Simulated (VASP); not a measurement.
NiPt5: single point with PBE

Crystal: NiPt5.

```
Ni Pt
1.0
     2.77681    0.00000    0.00000
     0.00000    2.77681    0.00000
     0.00000    0.00000   11.58957
Ni Pt
1 5
Direct
  0.00000 0.00000 0.50000
  0.00000 0.00000 0.82562
  0.50000 0.50000 0.00000
  0.00000 0.00000 0.17438
  0.50000 0.50000 0.35034
  0.50000 0.50000 0.64966
```

| Item | Value |
| --- | --- |
| Program | VASP 6.6.1 |
| Task | single point |
| Functional | PBE |
| Potentials or basis | VASP PAW PBE potentials, release 64 (Ni, Pt) |
| Cutoff | 520 eV |
| k mesh | 6 × 6 × 2 |
| Occupations | gaussian, width 0.1 eV |
| Spin | collinear spin |
| Starting moments | [0.85, 0.0, 0.0, 0.0, 0.28, 0.28] μB |
| Dipole correction | no |
| Further INCAR settings | ALGO = Fast; EDIFF = 1e-06; NBANDS = 43 |

| Quantity | Value |
| --- | --- |
| Pressure | -1.2 GPa |
| Largest force | 0.020 eV/Å |
| Net moment | 1.44 μB per cell |
| Site moments | Ni +0.71; Pt +0.09, +0.07, +0.25 (each value once) μB |
| Valence electrons inside the program's atomic spheres | Ni 9.18; Pt 9.21, 9.26 (each value once) |

Forces on the atoms (eV/Å):
```
Ni   0.000  0.000  0.000
Pt   0.000  0.000 -0.020
Pt   0.000  0.000  0.000
Pt   0.000  0.000  0.020
Pt   0.000  0.000 -0.015
Pt   0.000  0.000  0.015
```

Stress tensor (GPa, compression positive):
```
-1.14  0.00  0.00
 0.00 -1.14  0.00
 0.00  0.00 -1.38
```

Levels at points of the mesh, in eV from the Fermi level:
Spin up:
```tsv
k point	band 28	band 29	band 30	band 31	band 32	band 33	band 34	band 35
(0.00, 0.00, 0.00)	-1.09	-1.04	-1.04	-0.54	-0.42	-0.05	0.23	0.23
(0.50, 0.00, 0.00)	-0.35	-0.35	-0.33	0.02	1.14	1.27	1.30	1.79
(0.50, 0.50, 0.00)	0.61	0.63	0.64	1.83	1.83	5.55	5.55	5.86
(0.00, 0.00, 0.50)	-0.79	-0.35	-0.35	-0.27	-0.09	-0.02	-0.02	0.24
(0.50, 0.00, 0.50)	-0.28	-0.26	-0.18	-0.09	-0.06	1.05	1.77	1.81
(0.50, 0.50, 0.50)	0.61	0.63	0.64	3.39	3.39	3.41	3.41	7.14
```
Spin down:
```
           k point  band 25  band 26  band 27  band 28  band 29  band 30  band 31  band 32  band 33  band 34
(0.00, 0.00, 0.00)    -0.96    -0.90    -0.90    -0.78    -0.61    -0.61    -0.31    -0.22     0.14     0.51
(0.50, 0.00, 0.00)    -1.28    -1.21    -0.27    -0.24     0.03     0.14     0.35     1.26     1.31     1.36
(0.50, 0.50, 0.00)     0.50     0.67     0.68     0.68     0.70     0.70     1.84     1.84     5.68     5.68
(0.00, 0.00, 0.50)    -1.20    -0.89    -0.66    -0.60    -0.02     0.07     0.07     0.07     0.17     0.17
(0.50, 0.00, 0.50)    -0.67    -0.63    -0.29    -0.26    -0.16     0.17     0.17     0.26     1.17     1.89
(0.50, 0.50, 0.50)    -0.13     0.67     0.68     0.68     0.70     0.70     3.45     3.45     3.53     3.53
```

Wall time 8.6 min on 1 thread of Intel Xeon 8259CL (shared host), peak memory 0.32 GiB.

Caveat: the k points lie up to 0.38 Å⁻¹ apart; spin-orbit coupling is left out, which moves the levels of the heavy elements.
